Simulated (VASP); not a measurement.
A run of VASP 6.6.1 is set up as follows.

The input INCAR:

```
  PREC = Accurate
  ENCUT = 520
  EDIFF = 1E-6
  ISMEAR = 0
  SIGMA = 0.1
  LREAL = F
  LASPH = T
  NELM = 60
  ALGO = Normal
  ISIF = 2
  LWAVE = F
  LCHARG = T
  GGA = PE
  LELF = T
  LVHAR = T
  NBANDS = 30
```

KPOINTS

```
Automatic mesh
0
Gamma
  12 12 12
```

Contents of POSCAR:

```
YHf2O2
1.0
    2.9161809454      1.6836578538      4.3687397678
   -2.9161809454      1.6836578538      4.3687397678
    0.0000000000     -3.3673157076      4.3687397678
Y Hf O
1 2 2
Direct
    0.0000000000      0.0000000000      0.0000000000
    0.6940448488      0.6940448488      0.6940448488
    0.3059551512      0.3059551512      0.3059551512
    0.1661893187      0.1661893187      0.1661893187
    0.8338106813      0.8338106813      0.8338106813
```

Potentials or basis: VASP PAW PBE potentials, release 64 (Y_sv, Hf_pv, O).

Launch:

```bash
$ cat potpaw_PBE.64/Y_sv/POTCAR potpaw_PBE.64/Hf_pv/POTCAR potpaw_PBE.64/O/POTCAR > POTCAR
$ mpirun -np 1 vasp_std > vasp.out
```

Q: Estimate the pressure.

A: -0.3 GPa.

Q: Predict the largest force.

A: 0.099 eV/Å.

Forces in eV/Å, atoms in the order of the input:
```
Y    0.000  0.000  0.000
Hf   0.000  0.000  0.099
Hf   0.000  0.000 -0.099
O    0.000  0.000  0.078
O    0.000  0.000 -0.078
```

Caveat: an odd number of electrons without spin polarisation forces a metal; a magnetic or distorted state may lie lower.
